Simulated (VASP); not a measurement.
Runs of VASP 6.6.1 on GeAs5. The structure is that of space group P4/mmm (No. 123), or close to it. The cells are those of the table. The cell was built from a structure type or drawn by symmetry, and may not be a known phase.

```tsv
task	cell	k mesh	cutoff (eV)	gap on the mesh (eV)	pressure (GPa)	relaxed volume (Å³/atom)
single point	a = 5.303, b = 5.303, c = 5.007 Å, 6 atoms	4 × 4 × 4	520	none	0.1	-
relaxation of cell and atoms	relaxed from a = 5.344, b = 5.344, c = 4.838 Å, 6 atoms	4 × 4 × 4	600	none	0.0	(a)
relaxation of cell and atoms	relaxed from a = 4.552, b = 4.552, c = 7.914 Å, 6 atoms	4 × 4 × 2	600	none	0.0	23.09
single point	a = 5.186, b = 5.186, c = 5.203 Å, 6 atoms	8 × 8 × 8	520	none	0.1	-
single point	a = 5.344, b = 5.344, c = 4.838 Å, 6 atoms	4 × 4 × 2	520	none	0.2	-
```

Alike in all rows: level PBE; potentials or basis VASP PAW PBE potentials, release 64 (Ge_d, As); no spin polarisation; smearing gaussian 0.1 eV.

Q: Estimate the missing entries.

A: (a) 23.50.

Caveats: some runs use coarse meshes; the volume moved by over 15 % at a fixed basis, so the end points are rough (at least some runs).

A k mesh can miss the band edges, and the runs leave out spin-orbit coupling on As, Ge.

A gap of «none» marks levels without a gap at the run's occupations.
